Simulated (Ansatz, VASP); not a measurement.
WSe2: VASP beside Ansatz

Contents of INCAR:

```
PREC     = Accurate       # precision mode
ENCUT    = 520            # plane-wave cutoff, eV
EDIFF    = 1E-7           # SCF threshold, eV
ISMEAR   = 0              # smearing method
SIGMA    = 0.05           # smearing width, eV
LREAL    = False          # projectors in reciprocal space
LASPH    = True           # aspherical terms in the spheres
NELM     = 100            # most SCF steps
ALGO     = Normal         # electronic algorithm
ISIF     = 2              # what is computed and relaxed
LWAVE    = False          # write WAVECAR
LCHARG   = True           # write CHGCAR
GGA      = PS             # functional
IVDW     = 12             # dispersion correction
LELF     = True           # ELF
LVHAR    = True         
NBANDS   = 35             # bands
```

KPOINTS

```
regular mesh
0
Gamma
  12 12 4
```

Contents of POSCAR:

```
WSe2
1.0
    3.2304557819      0.0000000000      0.0000000000
   -1.6152278909      2.7976567729      0.0000000000
    0.0000000000      0.0000000000     12.4145017028
W Se
2 4
Direct
    0.3333333333      0.6666666667      0.2500000000
    0.6666666667      0.3333333333      0.7500000000
    0.3333333333      0.6666666667      0.6145805872
    0.6666666667      0.3333333333      0.1145805872
    0.3333333333      0.6666666667      0.8854194128
    0.6666666667      0.3333333333      0.3854194128
```

Input for Ansatz:

```yaml
crystal:
  lattice:
    - [3.2304557819, 0.0, 0.0]
    - [-1.6152278909, 2.7976567729, 0.0]
    - [0.0, 0.0, 12.4145017028]
  atoms:
    - { symbol: W, position: [0.3333333333, 0.6666666667, 0.25] }
    - { symbol: W, position: [0.6666666667, 0.3333333333, 0.75] }
    - { symbol: Se, position: [0.3333333333, 0.6666666667, 0.6145805872] }
    - { symbol: Se, position: [0.6666666667, 0.3333333333, 0.1145805872] }
    - { symbol: Se, position: [0.3333333333, 0.6666666667, 0.8854194128] }
    - { symbol: Se, position: [0.6666666667, 0.3333333333, 0.3854194128] }
basis:
  ecutwfc: 420
kpoints:
  mp_grid: { grid: [12, 12, 4] }
hamiltonian:
  xc: pbesol
  dispersion: d3bj
scf:
  occupations: { method: gaussian, width: 0.05 }
output:
  forces: true
  stress: true
  eigenvalues: true
```

Alike in both runs: task single point; functional PBEsol; dispersion D3(BJ); k mesh 12 × 12 × 4; occupations gaussian, width 0.05 eV; no spin polarisation.

|  | VASP | Ansatz |
| --- | --- | --- |
| version | VASP 6.6.1 | Ansatz 0.2.0 |
| potentials or method | VASP PAW PBE potentials, release 64 (W_sv, Se), cutoff 520 eV | scalar-relativistic, plane waves, PAW |
| valence electrons in the cell | 52 | 92 |

```tsv
	VASP	Ansatz	Ansatz less VASP
gap on the k mesh at the Fermi level (eV)	0.70	0.71	+0.006
least direct gap on the mesh (eV)	1.65	1.65	+0.002
pressure (GPa)	0.5	0.0	-0.50
traceless stress, the component that is largest in VASP (GPa)	0.10	-0.02	-0.122
rms of the force components (eV/Å)	0.030	0.000	-0.0303
```

VASP's potentials were made for PBE, not for PBEsol. Atom by atom the forces differ by 0.030 eV/Å (rms over components). VASP's potentials hold 52 valence electrons a cell and Ansatz's 92, so a difference there can come from the potentials and not from the codes.

Spin-orbit coupling is off throughout.
